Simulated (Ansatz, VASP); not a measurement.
**Two plane-wave programs on Sb**

Contents of INCAR:

```
ALGO = Normal ; EDIFF = 1E-6
ENCUT = 520 ; GGA = PE
ISIF = 2 ; ISMEAR = -1
LASPH = T ; LCHARG = F
LREAL = F ; LWAVE = F
NBANDS = 14 ; NELM = 80
PREC = Accurate ; SIGMA = 0.1
```

KPOINTS

```
k-points
0
Gamma
  9 9 13
```

The input POSCAR:

```
Sb
1.0
    5.3617720138      0.0000000000      0.0000000000
   -2.6808860069      4.6434307733      0.0000000000
    0.0000000000      0.0000000000      3.1967358684
Sb
3
Direct
    0.0000000000      0.0000000000      1.0000000000
    0.3333333333      0.6666666667      0.5000000000
    0.6666666667      0.3333333333      0.5000000000
```

Input for Ansatz:

```yaml
crystal:
  lattice:
    - [5.3617720138, 0.0, 0.0]
    - [-2.6808860069, 4.6434307733, 0.0]
    - [0.0, 0.0, 3.1967358684]
  atoms:
    - { symbol: Sb, position: [0.0, 0.0, 1.0] }
    - { symbol: Sb, position: [0.3333333333, 0.6666666667, 0.5] }
    - { symbol: Sb, position: [0.6666666667, 0.3333333333, 0.5] }
hamiltonian:
  xc: pbe
  pseudopotentials:
    kind: paw
    azcp:
      Sb: "pseudopotentials/Sb.paw.azcp"
basis:
  ecutwfc: 420
  fft_grid_basis: typed
kpoints:
  mp_grid: { grid: [9, 9, 13], shift: [0, 0, 0] }
magnetization:
  spin_polarized: false
scf:
  occupations: { method: fermi_dirac, width: 0.1 }
output:
  stress: true
```

Alike in both runs: task single point; functional PBE; k mesh 9 × 9 × 13; occupations fermi-dirac, width 0.1 eV; no spin polarisation.

|  | VASP | Ansatz |
| --- | --- | --- |
| version | VASP 6.6.1 | Ansatz 0.2.0 |
| potentials or method | VASP PAW PBE potentials, release 64 (Sb), cutoff 520 eV | plane waves (420 eV) with PAW, scalar-relativistic |
| valence electrons in the cell | 15 | 45 |

VASP gave:

- pressure (GPa): 2.3
- traceless stress, the component that is largest in VASP (GPa): 0.35

Estimate Ansatz's values.

pressure (GPa): 2.4; traceless stress, the component that is largest in VASP (GPa): 0.34.

With one functional, cell and mesh, what is left measures potentials, basis and numerics. VASP's potentials hold 15 valence electrons a cell and Ansatz's 45, so a difference there can come from the potentials and not from the codes.

Neither program's run includes spin-orbit coupling.
